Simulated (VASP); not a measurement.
# Zr (P6_3/mmc) in VASP: further runs

Zr is run at these levels: PBEsol; tasks: single point, relaxation of cell and atoms.

Everything below comes from runs of VASP 6.6.1. Logs are shortened: lines on timing, memory, paths and dates and some standing lists are left out, and cuts for length are marked.

**1. The cell of the first run**

Symmetry: P6_3/mmc, No. 194, hexagonal system. The conventional cell has a = 3.197 Å, b = 3.197 Å, c = 5.084 Å, α = 90.00°, β = 90.00°, γ = 120.00°. Zr (site symmetry -6m2) has 12 Zr at 3.14 to 3.20 Å within 4.1 Å.

**2. Single point, PBEsol**

INCAR

```
SYSTEM = Zr
ALGO     = Normal         ! electronic algorithm
EDIFF    = 1E-6           ! SCF threshold, eV
ENCUT    = 520            ! plane-wave cutoff, eV
GGA      = PS             ! functional
ISIF     = 2              ! what is computed and relaxed
ISMEAR   = 1              ! smearing method
LASPH    = .TRUE.         ! aspherical terms in the spheres
LCHARG   = .FALSE.        ! write CHGCAR
LREAL    = .FALSE.        ! projectors in reciprocal space
LWAVE    = .FALSE.        ! write WAVECAR
NBANDS   = 19             ! bands
NELM     = 80             ! most SCF steps
PREC     = Accurate       ! precision mode
SIGMA    = 0.05           ! smearing width, eV
```

KPOINTS

```
k-points
0
G
  7 7 4
  0 0 0
```

POSCAR

```
Zr
1.0
    3.1971237465      0.0000000000      0.0000000000
   -1.5985618733      2.7687903835      0.0000000000
    0.0000000000      0.0000000000      5.0838757869
Zr
2
Direct
    0.3333333333      0.6666666667      0.2500000000
    0.6666666667      0.3333333333      0.7500000000
```

Potentials or basis: VASP PAW PBE potentials, release 64 (Zr_sv).

Launch:

```console
$ cat potpaw_PBE.64/Zr_sv/POTCAR > POTCAR
$ mpirun -np 1 vasp_std > vasp.out
```

OUTCAR:

```text
SYSTEM = Zr
   EDIFF = 1E-6
   ENCUT = 520
   GGA = PS
   ISIF = 2
   ISMEAR = 1
   LASPH = .TRUE.
   LREAL = .FALSE.
   NELM = 80
   PREC = Accurate

 ion  position               nearest neighbor table
   1  0.333  0.667  0.250-   2 3.14   2 3.14   2 3.14   2 3.14   2 3.14   2 3.14
   2  0.667  0.333  0.750-   1 3.14   1 3.14   1 3.14   1 3.14   1 3.14   1 3.14

  LATTYP: Found a hexagonal cell.
 ALAT       =     3.1971237465
 C/A-ratio  =     1.5901404481

  Lattice vectors:

 A1 = (   3.1971237465,   0.0000000000,   0.0000000000)
 A2 = (  -1.5985618733,   2.7687903835,   0.0000000000)
 A3 = (   0.0000000000,   0.0000000000,   5.0838757869)

Analysis of symmetry for initial positions (statically):
=====================================================================
 Subroutine PRICEL returns:
 Original cell was already a primitive cell.

 Routine SETGRP: Setting up the symmetry group for a
 hexagonal supercell.

 Subroutine GETGRP returns: Found 24 space group operations
 (whereof 12 operations were pure point group operations)
 out of a pool of 24 trial point group operations.

The static configuration has the point symmetry D_3d.
 The point group associated with its full space group is D_6h.

Analysis of symmetry for dynamics (positions and initial velocities):
=====================================================================
 Subroutine PRICEL returns:
 Original cell was already a primitive cell.

 Routine SETGRP: Setting up the symmetry group for a
 hexagonal supercell.

 Subroutine GETGRP returns: Found 24 space group operations
 (whereof 12 operations were pure point group operations)
 out of a pool of 24 trial point group operations.

The dynamic configuration has the point symmetry D_3d.
 The point group associated with its full space group is D_6h.

 Subroutine INISYM returns: Found 24 space group operations
 (whereof 12 operations are pure point group operations),
 and found     1 'primitive' translations

----------------------------------------------------------------------------------------

                                     Primitive cell

  volume of cell :      45.0033

  direct lattice vectors                    reciprocal lattice vectors
     3.197123746  0.000000000  0.000000000     0.312781137  0.180584274  0.000000000
    -1.598561873  2.768790383  0.000000000     0.000000000  0.361168547  0.000000000
[... 82 lines left out ...]
   ENCUT  =  520.0 eV  38.22 Ry    6.18 a.u.   5.94  5.94  9.45*2*pi/ulx,y,z
   NELM   =     80;   NELMIN=  2; NELMDL= -5     # of ELM steps
   EDIFF  = 0.1E-05   stopping-criterion for ELM
   LREAL  =      F    real-space projection
   EDIFFG = 0.1E-04   stopping-criterion for IOM
   NSW    =      0    number of steps for IOM
   IBRION =     -1    ionic relax: 0-MD 1-quasi-New 2-CG
   NFREE  =      0    steps in history (QN), initial steepest desc. (CG)
   ISIF   =      2    stress and relaxation
   ISYM   =      2    0-nonsym 1-usesym 2-fastsym
   POTIM  = 0.5000    time-step for ionic-motion
   TEBEG  =    0.0;   TEEND  =   0.0 temperature during run
   PSTRESS=    0.0 pullay stress
   NELECT =      24.0000    total number of electrons
   NUPDOWN=      -1.0000    fix difference up-down
   EMIN   =  10.00;   EMAX   =-10.00  energy-range for DOS
   EFERMI =   0.00;   METHOD = LEGACY
   ISMEAR =     1;   SIGMA  =   0.05  broadening in eV -4-tet -1-fermi 0-gaus
   EFERMI_NEDOS =   21; number of points for ismear=-14 and -15
   IALGO  =     38    algorithm
   IMIX   =      4    mixing-type and parameters
     AMIX     =   0.40;   BMIX     =  1.00
     AMIX_MAG =   1.60;   BMIX_MAG =  1.00
  volume/ion in A,a.u.               =      22.50       151.85
  Fermi-wavevector in a.u.,A,eV,Ry     =   1.327589  2.508780 23.980180  1.762493
  Thomas-Fermi vector in A             =   2.456890
   LORBIT       =      0    0 simple, 1 ext, 2 COOP (PROOUT), +10 PAW based schemes
   GGA     = PS    functional components
   LHFCALC =     F    Hartree Fock is set to
   AEXX    =    0.0000 exact exchange contribution
   IVDW    =     0    specifies the selected vdW correction
   LEPSILON=     F    determine dielectric tensor
   LRPA    =     F    only Hartree local field effects (RPA)
 non-spin polarized calculation
 Methfessel and Paxton  Order N= 1 SIGMA  =   0.05
  energy-cutoff  :      520.00
  volume of cell :       45.00
 maximum number of plane-waves:      1228
 NGX is ok and might be reduce to    24
   NGX = 11   NGY = 11   NGZ = 19

 number of electron      24.0000000 magnetization

 Free energy of the ion-electron system (eV)
  ---------------------------------------------------
  ext. energy  EPLUGINS =         0.00000000
  ---------------------------------------------------
  free energy    TOTEN  =       -18.15168272 eV

  energy without entropy =      -18.15004355  energy(sigma->0) =      -18.15113633

 E-fermi :   9.3285     XC(G=0): -11.3586

 val. band max:        9.3259840586   @ k =   0.1429  -0.0000   0.2500
 cond. band min:       9.3346130492   @ k =   0.2857   0.2857   0.2500
 fundamental gap:      0.0086289907
 Fermi energy:         9.3285328290

 k-point     1 :       0.0000    0.0000    0.0000
  band No.  band energies     occupation
      1     -39.4231      2.00000
      2     -39.2421      2.00000
      3     -18.0498      2.00000
      4     -17.0630      2.00000
      5     -17.0630      2.00000
      6     -16.9125      2.00000
[... 505 lines left out ...]
      6     -17.4602      2.00000
[... 11 lines left out ...]
     18      14.0375      0.00000
     19      16.7906      0.00000

------------------------ aborting loop because EDIFF is reached ----------------------------------------

  FORCE on cell =-STRESS in cart. coord.  units (eV):
  Direction    XX          YY          ZZ          XY          YZ          ZX
  --------------------------------------------------------------------------------------
  -------------------------------------------------------------------------------------
  Total        0.0269521      0.0269521      0.0040120     -0.0000000      0.0000000     -0.0000000
  in kB        0.9595303      0.9595303      0.1428323     -0.0000000      0.0000000     -0.0000000
  external PRESSURE =       0.6872976 kB  Pullay stress =       0.0000000 kB

 VOLUME and BASIS-vectors are now :
 -----------------------------------------------------------------------------
  energy-cutoff  :      520.00
  volume of cell :       45.00
      direct lattice vectors                 reciprocal lattice vectors
     3.197123746  0.000000000  0.000000000     0.312781137  0.180584274  0.000000000
    -1.598561873  2.768790383  0.000000000     0.000000000  0.361168547  0.000000000
     0.000000000  0.000000000  5.083875787     0.000000000  0.000000000  0.196700321

 POSITION                                       TOTAL-FORCE (eV/Angst)
 -----------------------------------------------------------------------------------
     -0.00000      1.84586      1.27097        -0.000000      0.000000      0.000000
      1.59856      0.92293      3.81291         0.000000     -0.000000      0.000000
 -----------------------------------------------------------------------------------
    total drift:                               -0.000000      0.000000     -0.000000

  FREE ENERGIE OF THE ION-ELECTRON SYSTEM (eV)
  ---------------------------------------------------
  free  energy   TOTEN  =       -18.1516827159 eV

  energy  without entropy=      -18.1500435453  energy(sigma->0) =      -18.15113633
```

OSZICAR:

```text
N       E                     dE             d eps       ncg     rms          rms(c)
DAV:   1     0.212275912605E+03    0.21228E+03   -0.13339E+04   920   0.126E+03
DAV:   2    -0.252618839660E+01   -0.21480E+03   -0.21058E+03  1039   0.367E+02
DAV:   3    -0.186129083321E+02   -0.16087E+02   -0.15981E+02  1673   0.708E+01
DAV:   4    -0.189331199634E+02   -0.32021E+00   -0.31994E+00  1057   0.108E+01
DAV:   5    -0.189422093581E+02   -0.90894E-02   -0.90882E-02  1337   0.123E+00    0.160E+01
DAV:   6    -0.182811102985E+02    0.66110E+00   -0.97645E-01   985   0.741E+00    0.644E+00
DAV:   7    -0.181472927720E+02    0.13382E+00   -0.62990E-01  1304   0.514E+00    0.115E+00
DAV:   8    -0.181515477611E+02   -0.42550E-02   -0.37929E-02  1156   0.153E+00    0.230E-01
DAV:   9    -0.181517042699E+02   -0.15651E-03   -0.12222E-03  1240   0.302E-01    0.283E-02
DAV:  10    -0.181516811081E+02    0.23162E-04   -0.35675E-05  1243   0.373E-02    0.223E-02
DAV:  11    -0.181516826415E+02   -0.15334E-05   -0.75933E-06  1010   0.298E-02    0.174E-03
DAV:  12    -0.181516827159E+02   -0.74364E-07   -0.31599E-07   573   0.416E-03
   1 F= -.18151683E+02 E0= -.18151136E+02  d E =-.163917E-02
```

It took 9.7 s on 1 thread of Intel Xeon Platinum 8488C (Sapphire Rapids), shared host; peak memory 0.16 GiB.

Results:

```
Free energy            : -18.1517 eV
Pressure               : 0.1 GPa
Band gap on the k mesh : zero (band 12 reaches 10.11 eV, above the bottom of band 13 at 9.22 eV)
```

Stress tensor (GPa, compression positive):
```
0.10 0.00 0.00
0.00 0.10 0.00
0.00 0.00 0.01
```

Caveat: the PAW data sets were made with another functional, which shifts forces and pressure a little.

**3. Relaxation of cell and atoms, PBEsol**

This run uses another cell than the first one, of 23.28 Å³/atom, 1.035 times its volume.

INCAR

```
PREC = Accurate
ENCUT = 600
EDIFF = 1E-7
ISMEAR = 1
SIGMA = 0.05
LREAL = F
LASPH = T
NELM = 60
ALGO = Normal
ISIF = 3
LWAVE = F
LCHARG = F
GGA = PS
IBRION = 2
NSW = 60
EDIFFG = -0.03
```

KPOINTS

```
Automatic mesh
0
Gamma
  7 7 4
```

POSCAR

```
Zr
1.0
    3.2320000000      0.0000000000      0.0000000000
   -1.6160000000      2.7989900000      0.0000000000
    0.0000000000      0.0000000000      5.1470000000
Zr
2
Direct
    0.3333333333      0.6666666667      0.2500000000
    0.6666666667      0.3333333333      0.7500000000
```

Potentials or basis: VASP PAW PBE potentials, release 64 (Zr_sv).

Launch:

```console
$ cat potpaw_PBE.64/Zr_sv/POTCAR > POTCAR
$ mpirun -np 1 vasp_std > vasp.out
```

Run time: 44 s. Hardware: 1 thread of Intel Xeon Platinum 8488C (Sapphire Rapids), shared host; peak memory 0.19 GiB.

It converged, with:

| Quantity | Value |
| --- | --- |
| Free energy | -18.1527 eV |
| Relaxed volume | 22.53 Å³/atom |
| Relaxed cell | a = 3.196 Å, b = 3.196 Å, c = 5.093 Å, α = 90.00°, β = 90.00°, γ = 120.00° |
| Space group after relaxing (to 0.05 Å) | P6_3/mmc (No. 194) |
| Energy gained by relaxing | 7.4 meV/atom |
| Ionic steps | 3 |
| Pressure after relaxing | 0.0 GPa |
| Band gap on the k mesh | zero (band 12 reaches 10.10 eV, above the bottom of band 13 at 9.21 eV) |

Stress tensor (GPa, compression positive):
```
 0.03  0.00  0.00
 0.00  0.03  0.00
 0.00  0.00 -0.11
```

The path:
```tsv
step	energy change (eV)	largest force (eV/Å)	pressure (GPa)	volume (Å³)
1	0.0000	0.0000	-3.08	46.56
2	0.0002	0.0000	3.38	43.61
3	-0.0148	0.0000	-0.02	45.06
```

Final structure:
```yaml
crystal:
  lattice:
    - [3.19631, 0.00000, 0.00000]
    - [-1.59816, 2.76808, 0.00000]
    - [0.00000, 0.00000, 5.09330]
  atoms:
    - { symbol: Zr, position: [0.33333, 0.66667, 0.25000] }
    - { symbol: Zr, position: [0.66667, 0.33333, 0.75000] }
```

Levels at points of the mesh, in eV from the Fermi level:
```csv
k point,band 10,band 11,band 12,band 13,band 14,band 15
"(0.00, 0.00, 0.00)",-3.21,0.78,0.78,0.94,1.22,1.51
"(0.00, 0.00, 0.50)",-4.06,-0.04,-0.04,0.69,0.69,0.69
```

Caveat: the PAW data sets were made with another functional, which shifts forces and pressure a little.
